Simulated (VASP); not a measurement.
Wanted: the native input for a VASP 6.6.1 run.

- Task: single point
- Functional: PBE
- Potentials or basis: VASP PAW PBE potentials, release 64 (Os, I)
- Cutoff: 520 eV
- k mesh: 6 × 6 × 6
- Occupations: gaussian, width 0.05 eV
- Spin: collinear spin
- Starting moments: [2.58, 0.16, 0.16, 0.16] μB
- Hubbard terms: Os d U = 2.0 eV
- Dipole correction: no
- Further INCAR settings: ALGO = Normal; EDIFF = 1e-06; NBANDS = 26

The structure of OsI3 lies in POSCAR:

```
OsI3
1.0
    5.6633267872      0.0000000000      0.0000000000
    0.0000000000      5.6633267872      0.0000000000
    0.0000000000      0.0000000000      5.6633267872
Os I
1 3
Direct
    0.0000000000      0.0000000000      0.0000000000
    0.5000000000      0.0000000000      0.0000000000
    0.0000000000      0.0000000000      0.5000000000
    0.0000000000      0.5000000000      0.0000000000
```

The input as run:

INCAR

```
  PREC = Accurate
  ENCUT = 520
  EDIFF = 1E-6
  ISMEAR = 0
  SIGMA = 0.05
  LREAL = F
  LASPH = T
  NELM = 150
  ALGO = Normal
  ISIF = 2
  LWAVE = F
  LCHARG = F
  ISPIN = 2
  MAGMOM = 2.58 0.16 0.16 0.16
  LORBIT = 11
  LMAXMIX = 4
  LDAU = T
  LDAUTYPE = 2
  LDAUL = 2 -1
  LDAUU = 2 0
  LDAUJ = 0 0
  LDAUPRINT = 1
  GGA = PE
  NBANDS = 26
```

KPOINTS

```
Automatic mesh
0
Gamma
  6 6 6
```

Potentials or basis: VASP PAW PBE potentials, release 64 (Os, I).

Launch:

```bash
$ cat potpaw_PBE.64/Os/POTCAR potpaw_PBE.64/I/POTCAR > POTCAR
$ mpirun -np 1 vasp_std > vasp.out
```

Results of the run:

* Pressure: -0.4 GPa
* Net moment: 3.72 μB per cell
* Site moments: Os +3.04; I +0.16 μB
* Valence electrons inside the program's atomic spheres: Os 6.78; I 4.26

It took 9.7 min on 1 thread of Intel(R) Xeon(R) Platinum 8259CL CPU @ 2.50GHz (Skylake/Cascade Lake) (shared host), peak memory 0.39 GiB.
